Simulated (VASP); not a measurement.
A run of VASP 6.6.1 is set up as follows.

Contents of INCAR:

```
SYSTEM = Cu
PREC = Accurate
ENCUT = 520
EDIFF = 1E-6
ISMEAR = 1
SIGMA = 0.097
LREAL = .False.
LASPH = .True.
NELM = 60
ALGO = Fast
ISIF = 2
LWAVE = .False.
LCHARG = .False.
GGA = RE
NBANDS = 18
```

KPOINTS

```
regular mesh
0
Gamma
  3 3 2
  0 0 0
```

File POSCAR:

```
Cu
1.0
    2.5340966698      0.0000000000      0.0000000000
   -1.2670483349      2.1945920917      0.0000000000
    0.0000000000      0.0000000000      4.1125710000
Cu
2
Direct
    0.3333333333      0.6666666667      0.2500000000
    0.6666666667      0.3333333333      0.7500000000
```

Potentials or basis: VASP PAW PBE potentials, release 64 (Cu).

Launch:

```sh
$ cat potpaw_PBE.64/Cu/POTCAR > POTCAR
$ mpirun -np 1 vasp_std > vasp.out
```

Task: What does it give for the pressure?

Result: 11.6 GPa.

Task: What does it give for the band gap on the k mesh?

Result: Zero (band 11 reaches 12.21 eV, above the bottom of band 12 at 6.09 eV).

Stress tensor (GPa, compression positive):
```
12.01  0.00  0.00
 0.00 12.01  0.00
 0.00  0.00 10.88
```

Caveat: the k points lie up to 0.95 Å⁻¹ apart; the PAW data sets were made with another functional, which shifts forces and pressure a little.
